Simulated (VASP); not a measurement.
The system is MnS.

```
Mn S
1.0
     0.00000    2.80000    2.80000
     2.80000    0.00000    2.80000
     2.80000    2.80000    0.00000
Mn S
1 1
Cartesian
  0.0000 0.0000 0.0000
  4.2000 4.2000 4.2000
```

Base run:

* Program: VASP 6.6.1
* Functional: PBE
* Potentials or basis: VASP PAW PBE potentials, release 64 (Mn_pv, S)
* Cutoff: 520 eV
* k mesh: 10 × 10 × 10
* Occupations: fermi-dirac, width 0.05 eV
* Spin: collinear spin, ferromagnetic start
* Starting moments: [4.0, 0.0] μB

Its results: pressure 1.1 GPa; net moment 4.92 μB per cell; site moments Mn +4.33; S +0.09 μB.

After a change of settings the same cell gave: pressure 1.8 GPa; net moment 5.00 μB per cell; site moments Mn +4.46; S +0.08 μB. Which change was it?
A. functional from PBE to PBEsol
B. functional from PBE to LDA; potentials or basis from VASP PAW PBE potentials, release 64 (Mn_pv, S) to VASP PAW LDA potentials, release 64 (Mn_pv, S)
C. functional from PBE to r2SCAN

C.

Caveats: a cell with one magnetic atom can't hold antiferromagnetic order, which such compounds often take; the PAW data sets were made with another functional, which shifts forces and pressure a little (some runs).
